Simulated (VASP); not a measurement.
# BN (P6_3mc) in VASP: notebook

BN is run at these levels: PBE+U; tasks: single point.

All numbers are computed with VASP 6.6.1; they aren't measurements. Logs are shortened: lines on timing, memory, paths and dates and some standing lists are left out, and cuts for length are marked.

### Step 1. The cell of the first run

It takes space group P6_3mc (No. 186, hexagonal). The conventional cell has a = 2.554 Å, b = 2.554 Å, c = 4.227 Å, α = 90.00°, β = 90.00°, γ = 120.00°. B (site symmetry 3m) has 4 N at 1.57 to 1.58 Å within 2.1 Å. Within 2.1 Å of N (site symmetry 3m) lie 4 B at 1.57 to 1.58 Å.

### Step 2. Single point, PBE+U

File INCAR:

```
PREC = Accurate
ENCUT = 600
EDIFF = 1E-6
ISMEAR = 0
SIGMA = 0.1
LREAL = False
LASPH = True
NELM = 200
ALGO = Normal
ISIF = 2
LWAVE = False
LCHARG = False
LDAU = True
LDAUTYPE = 2
LDAUL = -1 1
LDAUU = 0 1.7
LDAUJ = 0 0
LDAUPRINT = 1
GGA = PE
NBANDS = 16
GGA_COMPAT = False
```

File KPOINTS:

```
Automatic mesh
0
Gamma
  6 6 4
```

File POSCAR:

```
BN
1.0
    2.5539396017      0.0000000000      0.0000000000
   -1.2769698009      2.2117765748      0.0000000000
    0.0000000000      0.0000000000      4.2268550000
B N
2 2
Direct
    0.6666666667      0.3333333333      0.9997240000
    0.3333333333      0.6666666667      0.4997240000
    0.6666666667      0.3333333333      0.6252760000
    0.3333333333      0.6666666667      0.1252760000
```

Potentials or basis: VASP PAW PBE potentials, release 64 (B, N).

Started as:

```
$ cat potpaw_PBE.64/B/POTCAR potpaw_PBE.64/N/POTCAR > POTCAR
$ mpirun -np 1 vasp_std > vasp.out
```

OUTCAR:

```text
PREC = Accurate
   ENCUT = 600
   EDIFF = 1E-6
   ISMEAR = 0
   LREAL = False
   LASPH = True
   NELM = 200
   ISIF = 2
   GGA = PE

 ion  position               nearest neighbor table
   1  0.667  0.333  1.000-   4 1.57   4 1.57   4 1.57   3 1.58
   2  0.333  0.667  0.500-   3 1.57   3 1.57   3 1.57   4 1.58
   3  0.667  0.333  0.625-   2 1.57   2 1.57   2 1.57   1 1.58
   4  0.333  0.667  0.125-   1 1.57   1 1.57   1 1.57   2 1.58

  LATTYP: Found a hexagonal cell.
 ALAT       =     2.5539396017
 C/A-ratio  =     1.6550332659

  Lattice vectors:

 A1 = (   2.5539396017,   0.0000000000,   0.0000000000)
 A2 = (  -1.2769698009,   2.2117765748,   0.0000000000)
 A3 = (   0.0000000000,   0.0000000000,   4.2268550000)

Analysis of symmetry for initial positions (statically):
=====================================================================
 Subroutine PRICEL returns:
 Original cell was already a primitive cell.

 Routine SETGRP: Setting up the symmetry group for a
 hexagonal supercell.

 Subroutine GETGRP returns: Found 12 space group operations
 (whereof  6 operations were pure point group operations)
 out of a pool of 24 trial point group operations.

The static configuration has the point symmetry C_3v.
 The point group associated with its full space group is C_6v.

Analysis of symmetry for dynamics (positions and initial velocities):
=====================================================================
 Subroutine PRICEL returns:
 Original cell was already a primitive cell.

 Routine SETGRP: Setting up the symmetry group for a
 hexagonal supercell.

 Subroutine GETGRP returns: Found 12 space group operations
 (whereof  6 operations were pure point group operations)
 out of a pool of 24 trial point group operations.

The dynamic configuration has the point symmetry C_3v.
 The point group associated with its full space group is C_6v.

 Subroutine INISYM returns: Found 12 space group operations
 (whereof  6 operations are pure point group operations),
 and found     1 'primitive' translations

----------------------------------------------------------------------------------------

                                     Primitive cell

  volume of cell :      23.8764

  direct lattice vectors                    reciprocal lattice vectors
     2.553939602  0.000000000  0.000000000     0.391551938  0.226062617  0.000000000
    -1.276969801  2.211776575  0.000000000     0.000000000  0.452125233  0.000000000
     0.000000000  0.000000000  4.226855000     0.000000000  0.000000000  0.236582518

  length of vectors
     2.553939602  2.553939602  4.226855000     0.452125233  0.452125233  0.236582518

  position of ions in fractional coordinates (direct lattice)
     0.666666667  0.333333333  0.999724000
     0.333333333  0.666666667  0.499724000
     0.666666667  0.333333333  0.625276000
     0.333333333  0.666666667  0.125276000

  ion indices of the primitive-cell ions
   primitive index   ion index
                 1           1
                 2           2
                 3           3
                 4           4

----------------------------------------------------------------------------------------

 KPOINTS: Automatic mesh

Automatic generation of k-mesh.
 Grid dimensions read from file:
 generate k-points for:    6    6    4

 Generating k-lattice:

  Cartesian coordinates                     Fractional coordinates (reciprocal lattice)
     0.065258656  0.037677103  0.000000000     0.166666667  0.000000000  0.000000000
     0.000000000  0.075354206  0.000000000     0.000000000  0.166666667  0.000000000
     0.000000000  0.000000000  0.059145630     0.000000000  0.000000000  0.250000000

  Length of vectors
     0.075354206  0.075354206  0.059145630

  Shift w.r.t. Gamma in fractional coordinates (k-lattice)
     0.000000000  0.000000000  0.000000000

 Subroutine IBZKPT returns following result:
 ===========================================

 Found     21 irreducible k-points:

 Following reciprocal coordinates:
            Coordinates               Weight
  0.000000  0.000000  0.000000      1.000000
  0.166667  0.000000  0.000000      6.000000
  0.333333  0.000000  0.000000      6.000000
  0.500000  0.000000  0.000000      3.000000
  0.166667  0.166667  0.000000      6.000000
  0.333333  0.166667  0.000000     12.000000
[... 13 lines left out ...]
  0.333333  0.166667  0.500000     12.000000
  0.333333  0.333333  0.500000      2.000000
   k-points           NKPTS =     21   k-points in BZ     NKDIM =     21   number of bands    NBANDS=     16
   number of dos      NEDOS =    301   number of ions     NIONS =      4
   total plane-waves  NPLWV =  14400
   dimension x,y,z NGX =    20 NGY =   20 NGZ =   36
   dimension x,y,z NGXF=    40 NGYF=   40 NGZF=   72
   ions per type =               2   2
   NGX,Y,Z   is equivalent  to a cutoff of  13.02, 13.02, 14.16 a.u.
   NGXF,Y,Z  is equivalent  to a cutoff of  26.04, 26.04, 28.32 a.u.
 SYSTEM =  unknown system
   PREC   = accura    normal or accurate (medium, high low for compatibility)
   ISTART =      0    job   : 0-new  1-cont  2-samecut
   ICHARG =      2    charge: 1-file 2-atom 10-const
   ISPIN  =      1    spin polarized calculation?
   LNONCOLLINEAR =      F non collinear calculations
   LSORBIT =      F    spin-orbit coupling
   LASPH  =      T    aspherical Exc in radial PAW
   ENCUT  =  600.0 eV  44.10 Ry    6.64 a.u.   5.10  5.10  8.44*2*pi/ulx,y,z
   NELM   =    200;   NELMIN=  2; NELMDL= -5     # of ELM steps
   EDIFF  = 0.1E-05   stopping-criterion for ELM
   LREAL  =      F    real-space projection
   EDIFFG = 0.1E-04   stopping-criterion for IOM
   NSW    =      0    number of steps for IOM
   IBRION =     -1    ionic relax: 0-MD 1-quasi-New 2-CG
   NFREE  =      0    steps in history (QN), initial steepest desc. (CG)
   ISIF   =      2    stress and relaxation
   ISYM   =      2    0-nonsym 1-usesym 2-fastsym
   POTIM  = 0.5000    time-step for ionic-motion
   TEBEG  =    0.0;   TEEND  =   0.0 temperature during run
   PSTRESS=    0.0 pullay stress
   NELECT =      16.0000    total number of electrons
   NUPDOWN=      -1.0000    fix difference up-down
   EMIN   =  10.00;   EMAX   =-10.00  energy-range for DOS
   EFERMI =   0.00;   METHOD = LEGACY
   ISMEAR =     0;   SIGMA  =   0.10  broadening in eV -4-tet -1-fermi 0-gaus
   EFERMI_NEDOS =   21; number of points for ismear=-14 and -15
   IALGO  =     38    algorithm
   IMIX   =      4    mixing-type and parameters
     AMIX     =   0.40;   BMIX     =  1.00
     AMIX_MAG =   1.60;   BMIX_MAG =  1.00
  volume/ion in A,a.u.               =       5.97        40.28
  Fermi-wavevector in a.u.,A,eV,Ry     =   1.432600  2.707222 27.923836  2.052344
  Thomas-Fermi vector in A             =   2.552210
   LORBIT       =      0    0 simple, 1 ext, 2 COOP (PROOUT), +10 PAW based schemes
 LDA+U is selected, type is set to LDAUTYPE =  2
   angular momentum for each species LDAUL =    -1    1
   U (eV)           for each species LDAUU =   0.0  1.7
   J (eV)           for each species LDAUJ =   0.0  0.0
   GGA     = PE    functional components
   LHFCALC =     F    Hartree Fock is set to
   AEXX    =    0.0000 exact exchange contribution
   IVDW    =     0    specifies the selected vdW correction
   LEPSILON=     F    determine dielectric tensor
   LRPA    =     F    only Hartree local field effects (RPA)
 non-spin polarized calculation
 Gauss-broadening in eV      SIGMA  =   0.10
  energy-cutoff  :      600.00
  volume of cell :       23.88
 maximum number of plane-waves:       807
   NGX = 11   NGY = 11   NGZ = 17

 number of electron      16.0000003 magnetization

 Free energy of the ion-electron system (eV)
  ---------------------------------------------------
  ext. energy  EPLUGINS =         0.00000000
  ---------------------------------------------------
  free energy    TOTEN  =       -32.29896789 eV

  energy without entropy =      -32.29896789  energy(sigma->0) =      -32.29896789

 E-fermi :   7.9316     XC(G=0): -12.7629

 val. band max:        7.4582140582   @ k =   0.0000   0.0000   0.0000
 cond. band min:      12.6327340708   @ k =   0.3333   0.3333   0.0000
 fundamental gap:      5.1745200126
 Fermi energy:         7.9315629955

 k-point     1 :       0.0000    0.0000    0.0000
  band No.  band energies     occupation
      1     -12.8648      2.00000
      2      -8.7686      2.00000
      3      -3.3764      2.00000
      4       5.3555      2.00000
      5       5.3555      2.00000
      6       7.1904      2.00000
[... 8 lines left out ...]
     15      19.2628      0.00000
     16      23.5345      0.00000

 k-point     2 :       0.1667    0.0000    0.0000
  band No.  band energies     occupation
      1     -12.2697      2.00000
      2      -8.3252      2.00000
      3      -2.7868      2.00000
      4       3.0089      2.00000
      5       4.4180      2.00000
      6       5.4706      2.00000
[... 8 lines left out ...]
     15      20.8328      0.00000
     16      22.6653      0.00000

 k-point     3 :       0.3333    0.0000    0.0000
  band No.  band energies     occupation
      1     -10.5888      2.00000
      2      -7.3804      2.00000
      3      -1.1530      2.00000
      4      -0.6933      2.00000
      5       1.9519      2.00000
      6       3.0617      2.00000
[... 8 lines left out ...]
     15      23.0874      0.00000
     16      23.7145      0.00000

 k-point     4 :       0.5000    0.0000    0.0000
  band No.  band energies     occupation
      1      -8.8190      2.00000
      2      -7.5445      2.00000
      3      -1.9779      2.00000
      4      -0.2991      2.00000
      5       0.5986      2.00000
      6       2.5204      2.00000
[... 8 lines left out ...]
     15      23.7863      0.00000
     16      25.1000      0.00000

 k-point     5 :       0.1667    0.1667    0.0000
  band No.  band energies     occupation
      1     -11.1250      2.00000
      2      -7.5935      2.00000
      3      -1.6575      2.00000
      4       0.8929      2.00000
      5       1.8233      2.00000
      6       3.8349      2.00000
[... 8 lines left out ...]
     15      22.8258      0.00000
     16      23.1502      0.00000

 k-point     6 :       0.3333    0.1667    0.0000
  band No.  band energies     occupation
      1      -9.1499      2.00000
      2      -7.1383      2.00000
      3      -1.4169      2.00000
      4       0.0994      2.00000
      5       0.4335      2.00000
      6       1.5042      2.00000
[... 8 lines left out ...]
     15      23.2001      0.00000
     16      23.8485      0.00000
[... 210 lines left out ...]
 k-point    18 :       0.5000    0.0000    0.5000
  band No.  band energies     occupation
      1      -8.0813      2.00000
      2      -8.0813      2.00000
      3      -2.4889      2.00000
      4      -2.4889      2.00000
      5       3.7242      2.00000
      6       3.7242      2.00000
[... 8 lines left out ...]
     15      23.7249      0.00000
     16      23.7249      0.00000

 k-point    19 :       0.1667    0.1667    0.5000
  band No.  band energies     occupation
      1      -9.8062      2.00000
      2      -9.8062      2.00000
      3       0.8692      2.00000
      4       0.8692      2.00000
      5       3.1893      2.00000
      6       3.1893      2.00000
[... 8 lines left out ...]
     15      22.0903      0.00000
     16      22.0903      0.00000

 k-point    20 :       0.3333    0.1667    0.5000
  band No.  band energies     occupation
      1      -8.2018      2.00000
      2      -8.2018      2.00000
      3      -1.5602      2.00000
      4      -1.5602      2.00000
      5       1.9443      2.00000
      6       1.9443      2.00000
[... 8 lines left out ...]
     15      23.5171      0.00000
     16      23.5171      0.00000

 k-point    21 :       0.3333    0.3333    0.5000
  band No.  band energies     occupation
      1      -7.4803      2.00000
      2      -7.4803      2.00000
      3      -1.3213      2.00000
      4      -1.3213      2.00000
      5      -0.2021      2.00000
      6      -0.2021      2.00000
[... 8 lines left out ...]
     15      23.9534      0.00000
     16      23.9534      0.00000

------------------------ aborting loop because EDIFF is reached ----------------------------------------

  FORCE on cell =-STRESS in cart. coord.  units (eV):
  Direction    XX          YY          ZZ          XY          YZ          ZX
  --------------------------------------------------------------------------------------
  -------------------------------------------------------------------------------------
  Total        0.1379735      0.1379735      0.0278813     -0.0000000      0.0000000      0.0000000
  in kB        9.2584206      9.2584206      1.8709171     -0.0000000      0.0000000      0.0000000
  external PRESSURE =       6.7959194 kB  Pullay stress =       0.0000000 kB

 VOLUME and BASIS-vectors are now :
 -----------------------------------------------------------------------------
  energy-cutoff  :      600.00
  volume of cell :       23.88
      direct lattice vectors                 reciprocal lattice vectors
     2.553939602  0.000000000  0.000000000     0.391551938  0.226062617  0.000000000
    -1.276969801  2.211776575  0.000000000     0.000000000  0.452125233  0.000000000
     0.000000000  0.000000000  4.226855000     0.000000000  0.000000000  0.236582518

 POSITION                                       TOTAL-FORCE (eV/Angst)
 -----------------------------------------------------------------------------------
      1.27697      0.73726      4.22569        -0.000000      0.000000      0.018106
     -0.00000      1.47452      2.11226         0.000000     -0.000000      0.018106
      1.27697      0.73726      2.64295         0.000000      0.000000     -0.018106
     -0.00000      1.47452      0.52952        -0.000000     -0.000000     -0.018106
 -----------------------------------------------------------------------------------
    total drift:                                0.000000      0.000000      0.000225

  FREE ENERGIE OF THE ION-ELECTRON SYSTEM (eV)
  ---------------------------------------------------
  free  energy   TOTEN  =       -32.2989678890 eV

  energy  without entropy=      -32.2989678890  energy(sigma->0) =      -32.29896789
```

Wall time 7.5 s (1 thread of Intel Xeon Platinum 8259CL at 2.50GHz (Skylake/Cascade Lake), shared host); peak memory 0.13 GiB.

What came out:

```yaml
Free_energy: -32.2990 eV
Pressure: 0.7 GPa
Largest_force: 0.018 eV/Å
Band_gap_on_the_k_mesh: 5.17 eV (least direct gap 8.23 eV)
```

Forces on the atoms (eV/Å):
```
B    0.000  0.000  0.018
B    0.000  0.000  0.018
N    0.000  0.000 -0.018
N    0.000  0.000 -0.018
```

Caveat: the k points lie up to 0.47 Å⁻¹ apart. A k mesh can miss the band edges.

[end of part 1 of 2]
